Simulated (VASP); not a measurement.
A run of VASP 6.6.1 is set up as follows.

POSCAR

```
ZrO2
1.0
    0.0000000000      2.5559513633      2.5559513633
    2.5559513633      0.0000000000      2.5559513633
    2.5559513633      2.5559513633      0.0000000000
Zr O
1 2
Direct
    0.0000000000      0.0000000000      0.0000000000
    0.2500000000      0.2500000000      0.2500000000
    0.7500000000      0.7500000000      0.7500000000
```

Contents of INCAR.step1:

```
PREC     = Accurate       # precision mode
ENCUT    = 660            # plane-wave cutoff, eV
ISMEAR   = 0              # smearing method
SIGMA    = 0.01           # smearing width, eV
LREAL    = False          # projectors in reciprocal space
LASPH    = True           # aspherical terms in the spheres
NELM     = 120            # most SCF steps
NBANDS   = 19             # bands
GGA      = PE             # functional
ALGO     = Normal         # electronic algorithm
EDIFF    = 1E-5           # SCF threshold, eV
LWAVE    = True           # write WAVECAR
LCHARG   = False          # write CHGCAR
GGA_COMPAT= False
```

INCAR.step2

```
PREC     = Accurate       # precision mode
ENCUT    = 660            # plane-wave cutoff, eV
EDIFF    = 1E-6           # SCF threshold, eV
ISMEAR   = 0              # smearing method
SIGMA    = 0.01           # smearing width, eV
LREAL    = False          # projectors in reciprocal space
LASPH    = True           # aspherical terms in the spheres
NELM     = 120            # most SCF steps
ALGO     = Normal         # electronic algorithm
ISIF     = 2              # what is computed and relaxed
LWAVE    = False          # write WAVECAR
LCHARG   = True           # write CHGCAR
METAGGA  = R2SCAN         # meta-GGA
LMIXTAU  = True         
LELF     = True           # ELF
LVHAR    = True         
NBANDS   = 19             # bands
ISTART   = 1            
GGA_COMPAT= False
```

KPOINTS

```
regular mesh
0
Gamma
  6 6 6
```

Potentials or basis: VASP PAW PBE potentials, release 64 (Zr_sv, O).

Command:

```bash
$ cat potpaw_PBE.64/Zr_sv/POTCAR potpaw_PBE.64/O/POTCAR > POTCAR
$ cp INCAR.step1 INCAR
$ mpirun -np 1 vasp_std > vasp.out
$ cp INCAR.step2 INCAR
$ mpirun -np 1 vasp_std > vasp.out
```

Q: What does it give for the pressure?

A: -3.3 GPa.

Q: Estimate the band gap on the k mesh.

A: 3.83 eV (least direct gap 4.23 eV).

Caveat: the cell stands under tension; the PAW data sets were made with another functional, which shifts forces and pressure a little. r2SCAN opens gaps a little over a GGA but as a rule still falls short of measured ones.
